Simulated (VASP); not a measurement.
# TePb (I4mm) in VASP: single point with PBE

Aim: the single point of TePb with PBE.

All numbers are computed with VASP 6.6.1; they aren't measurements. Logs are shortened: lines on timing, memory, paths and dates and some standing lists are left out, and cuts for length are marked.

## 1. The cell of the first run

It takes space group I4mm (No. 107, tetragonal). Conventional cell: a = 4.639 Å, b = 4.639 Å, c = 6.561 Å, α = 90.00°, β = 90.00°, γ = 90.00°. Pb (site symmetry 4mm) has 6 Te at 3.08 to 3.48 Å within 4.1 Å. Te (site symmetry 4mm) has 6 Pb at 3.08 to 3.48 Å within 4.1 Å.

## 2. Single point, PBE, non-collinear spin, zero start, spin-orbit coupling (atom 1 (Pb) moved 0.2 Å along x)

INCAR reads:

```
ALGO = Normal
EDIFF = 1E-7
ENCUT = 520
GGA = PE
GGA_COMPAT = F
ISIF = 2
ISMEAR = 0
LASPH = T
LCHARG = F
LORBIT = 11
LORBMOM = T
LREAL = F
LSORBIT = T
LWAVE = F
MAGMOM = 0 0 0 0 0 0
NBANDS = 32
NELM = 150
PREC = Accurate
SIGMA = 0.05
```

KPOINTS reads:

```
k-points
0
Gamma
  6 6 6
```

POSCAR reads:

```
TePb
1.0
    0.0000000000      3.2803826274      3.2803826274
    3.2803826274      0.0000000000      3.2803826274
    3.2803826274      3.2803826274      0.0000000000
Pb Te
1 1
Direct
    0.4695157513      0.5304842487      0.5304842487
    0.0000000000      0.0000000000      0.0000000000
```

Potentials or basis: VASP PAW PBE potentials, release 64 (Pb_d, Te).

Run with:

```sh
$ cat potpaw_PBE.64/Pb_d/POTCAR potpaw_PBE.64/Te/POTCAR > POTCAR
$ mpirun -np 1 vasp_ncl > vasp.out
```

OUTCAR:

```text
EDIFF = 1E-7
   ENCUT = 520
   GGA = PE
   ISIF = 2
   ISMEAR = 0
   LASPH = T
   LORBIT = 11
   LREAL = F
   LSORBIT = T
   NELM = 150
   PREC = Accurate

 ion  position               nearest neighbor table
   1  0.470  0.530  0.530-   2 3.08   2 3.29   2 3.29   2 3.29   2 3.29   2 3.48
   2  0.000  0.000  0.000-   1 3.08   1 3.29   1 3.29   1 3.29   1 3.29   1 3.48

  LATTYP: Found a face centered cubic cell.
 ALAT       =     6.5607652548

  Lattice vectors:

 A1 = (   0.0000000000,   3.2803826274,   3.2803826274)
 A2 = (   3.2803826274,   0.0000000000,   3.2803826274)
 A3 = (   3.2803826274,   3.2803826274,   0.0000000000)

Analysis of symmetry for initial positions (statically):
=====================================================================
 Subroutine PRICEL returns:
 Original cell was already a primitive cell.

 Routine SETGRP: Setting up the symmetry group for a
 face centered cubic supercell.

 Subroutine GETGRP returns: Found  8 space group operations
 (whereof  8 operations were pure point group operations)
 out of a pool of 48 trial point group operations.

The static configuration has the point symmetry C_4v.

Analysis of symmetry for dynamics (positions and initial velocities):
=====================================================================
 Subroutine PRICEL returns:
 Original cell was already a primitive cell.

 Routine SETGRP: Setting up the symmetry group for a
 face centered cubic supercell.

 Subroutine GETGRP returns: Found  8 space group operations
 (whereof  8 operations were pure point group operations)
 out of a pool of 48 trial point group operations.

The dynamic configuration has the point symmetry C_4v.

Analysis of structural, dynamic, and magnetic symmetry:
=====================================================================
 Subroutine PRICEL returns:
 Original cell was already a primitive cell.

 Routine SETGRP: Setting up the symmetry group for a
 face centered cubic supercell.

 Subroutine GETGRP returns: Found  8 space group operations
 (whereof  8 operations were pure point group operations)
 out of a pool of 48 trial point group operations.

The overall configuration has the point symmetry C_4v.

 Subroutine INISYM returns: Found  8 space group operations
 (whereof  8 operations are pure point group operations),
 and found     1 'primitive' translations

----------------------------------------------------------------------------------------

                                     Primitive cell

  volume of cell :      70.5998

  direct lattice vectors                    reciprocal lattice vectors
     0.000000000  3.280382627  3.280382627    -0.152421244  0.152421244  0.152421244
     3.280382627  0.000000000  3.280382627     0.152421244 -0.152421244  0.152421244
     3.280382627  3.280382627  0.000000000     0.152421244  0.152421244 -0.152421244

  length of vectors
     4.639161601  4.639161601  4.639161601     0.264001338  0.264001338  0.264001338

  position of ions in fractional coordinates (direct lattice)
     0.469515751  0.530484249  0.530484249
     0.000000000  0.000000000  0.000000000

  ion indices of the primitive-cell ions
   primitive index   ion index
                 1           1
                 2           2

----------------------------------------------------------------------------------------

 KPOINTS: k-points

Automatic generation of k-mesh.
 Grid dimensions read from file:
 generate k-points for:    6    6    6

 Generating k-lattice:

  Cartesian coordinates                     Fractional coordinates (reciprocal lattice)
    -0.025403541  0.025403541  0.025403541     0.166666667  0.000000000  0.000000000
     0.025403541 -0.025403541  0.025403541     0.000000000  0.166666667  0.000000000
[... 97 lines left out ...]

 number of electron      20.0000000 magnetization       0.0000000     -0.0000000      0.0000000

 number of electron      20.0000000 magnetization      -0.0000000      0.0000000     -0.0000000

 Free energy of the ion-electron system (eV)
  ---------------------------------------------------
  ext. energy  EPLUGINS =         0.00000000
  ---------------------------------------------------
  free energy    TOTEN  =        -8.05185833 eV

  energy without entropy =       -8.05185833  energy(sigma->0) =       -8.05185833

 E-fermi :   5.2619     XC(G=0):  -9.0813

 val. band max:        5.0134037069   @ k =   0.0000  -0.1667   0.1667
 cond. band min:       5.4900481226   @ k =   0.5000   0.0000   0.0000
 fundamental gap:      0.4766444158
 Fermi energy:         5.2619208904

 k-point     1 :       0.0000    0.0000    0.0000
  band No.  band energies     occupation
      1     -12.9994      1.00000
      2     -12.9994      1.00000
      3     -12.9947      1.00000
      4     -12.9947      1.00000
      5     -10.4445      1.00000
      6     -10.4445      1.00000
[... 829 lines left out ...]
     31      13.2405      0.00000
     32      13.2489      0.00000

 [... further k-points ...]

------------------------ aborting loop because EDIFF is reached ----------------------------------------

  FORCE on cell =-STRESS in cart. coord.  units (eV):
  Direction    XX          YY          ZZ          XY          YZ          ZX
  --------------------------------------------------------------------------------------
  -------------------------------------------------------------------------------------
  Total        0.5487073      0.0509865      0.0509865      0.0000000      0.0000000      0.0000000
  in kB       12.4522491      1.1570766      1.1570766      0.0000000      0.0000000      0.0000000
  external PRESSURE =       4.9221341 kB  Pullay stress =       0.0000000 kB

 VOLUME and BASIS-vectors are now :
 -----------------------------------------------------------------------------
  energy-cutoff  :      520.00
  volume of cell :       70.60
      direct lattice vectors                 reciprocal lattice vectors
     0.000000000  3.280382627  3.280382627    -0.152421244  0.152421244  0.152421244
     3.280382627  0.000000000  3.280382627     0.152421244 -0.152421244  0.152421244
     3.280382627  3.280382627  0.000000000     0.152421244  0.152421244 -0.152421244

 POSITION                                       TOTAL-FORCE (eV/Angst)
 -----------------------------------------------------------------------------------
      3.48038      3.28038      3.28038        -0.046007      0.000000      0.000000
      0.00000      0.00000      0.00000         0.046007      0.000000      0.000000
 -----------------------------------------------------------------------------------
    total drift:                                0.000202     -0.000001     -0.000001

  FREE ENERGIE OF THE ION-ELECTRON SYSTEM (eV)
  ---------------------------------------------------
  free  energy   TOTEN  =        -8.0518583258 eV

  energy  without entropy=       -8.0518583258  energy(sigma->0) =       -8.05185833

 orbital moment (x)

 # of ion     p       d       tot
 ----------------------------------------
  1        -0.000  -0.000  -0.000
  2        -0.000  -0.000  -0.000
 ----------------------------------------
           -0.000  -0.000  -0.000

 orbital moment (y)

 # of ion     p       d       tot
 ----------------------------------------
  1        -0.000  -0.000  -0.000
  2         0.000   0.000   0.000
 ----------------------------------------
            0.000  -0.000   0.000

 orbital moment (z)

 # of ion     p       d       tot
 ----------------------------------------
  1         0.000   0.000   0.000
  2         0.000   0.000   0.000
 ----------------------------------------
            0.000   0.000   0.000

 Spin-Orbit-Coupling matrix elements

 Ion:    1  E_soc:     -0.9053376
 l=   1
     0.0000000    -0.0815884    -0.0846004
    -0.0815884     0.0000000    -0.0846004
    -0.0846004    -0.0846004     0.0000000
 l=   2
     0.0000000    -0.0134594     0.0000000    -0.0134530    -0.0538237
    -0.0134594     0.0000000    -0.0403954    -0.0134594    -0.0134651
     0.0000000    -0.0403954     0.0000000    -0.0403564     0.0000000
    -0.0134530    -0.0134594    -0.0403564     0.0000000    -0.0134673
    -0.0538237    -0.0134651     0.0000000    -0.0134673     0.0000000
 l=   3
     0.0000000     0.0000000     0.0000000     0.0000000     0.0000000     0.0000000     0.0000000
     0.0000000     0.0000000     0.0000000     0.0000000     0.0000000     0.0000000     0.0000000
     0.0000000     0.0000000     0.0000000     0.0000000     0.0000000     0.0000000     0.0000000
     0.0000000     0.0000000     0.0000000     0.0000000     0.0000000     0.0000000     0.0000000
     0.0000000     0.0000000     0.0000000     0.0000000     0.0000000     0.0000000     0.0000000
     0.0000000     0.0000000     0.0000000     0.0000000     0.0000000     0.0000000     0.0000000
     0.0000000     0.0000000     0.0000000     0.0000000     0.0000000     0.0000000     0.0000000

 Ion:    2  E_soc:     -0.2172069
 l=   1
     0.0000000    -0.0349898    -0.0368566
    -0.0349898     0.0000000    -0.0368566
    -0.0368566    -0.0368566     0.0000000
 l=   2
     0.0000000    -0.0000085     0.0000000    -0.0000107     0.0000440
    -0.0000085     0.0000000     0.0000294    -0.0000085     0.0000098
     0.0000000     0.0000294     0.0000000     0.0000322     0.0000000
    -0.0000107    -0.0000085     0.0000322     0.0000000     0.0000117
     0.0000440     0.0000098     0.0000000     0.0000117     0.0000000
 l=   3
     0.0000000     0.0000000     0.0000000     0.0000000     0.0000000     0.0000000     0.0000000
     0.0000000     0.0000000     0.0000000     0.0000000     0.0000000     0.0000000     0.0000000
     0.0000000     0.0000000     0.0000000     0.0000000     0.0000000     0.0000000     0.0000000
     0.0000000     0.0000000     0.0000000     0.0000000     0.0000000     0.0000000     0.0000000
     0.0000000     0.0000000     0.0000000     0.0000000     0.0000000     0.0000000     0.0000000
     0.0000000     0.0000000     0.0000000     0.0000000     0.0000000     0.0000000     0.0000000
     0.0000000     0.0000000     0.0000000     0.0000000     0.0000000     0.0000000     0.0000000

 total charge

# of ion       s       p       d       tot
------------------------------------------
    1        1.449   0.598   9.830  11.877
    2        1.379   1.979   0.017   3.374
--------------------------------------------------
tot          2.828   2.576   9.847  15.251

 magnetization (x)

# of ion       s       p       d       tot
------------------------------------------
    1        0.000   0.000   0.000   0.000
    2        0.000   0.000   0.000   0.000
--------------------------------------------------
tot          0.000   0.000   0.000   0.000

 magnetization (y)

# of ion       s       p       d       tot
------------------------------------------
    1        0.000   0.000   0.000   0.000
    2        0.000   0.000  -0.000  -0.000
--------------------------------------------------
tot          0.000   0.000  -0.000  -0.000

 magnetization (z)

# of ion       s       p       d       tot
------------------------------------------
    1        0.000   0.000  -0.000   0.000
    2       -0.000   0.000  -0.000  -0.000
--------------------------------------------------
tot          0.000   0.000  -0.000   0.000
```

It took 6.1 min on 1 thread of Intel Xeon Platinum 8259CL at 2.50GHz (Skylake/Cascade Lake), shared host; peak memory 0.48 GiB.

What came out:

- Free energy: -8.0519 eV
- Pressure: 0.5 GPa
- Largest force: 0.046 eV/Å
- Net moment: 0.00 μB per cell
- Valence electrons inside the program's atomic spheres: Pb 11.88; Te 3.37

Forces on the atoms (eV/Å):
```
Pb  -0.046  0.000  0.000
Te   0.046  0.000  0.000
```

Moments on the atoms (μB; x, y, z):
```
Pb  0.00 0.00 0.00
Te  0.00 0.00 0.00
```

Caveat: the cell differs from its parent crystal (atom 1 (Pb) moved 0.2 Å along x).
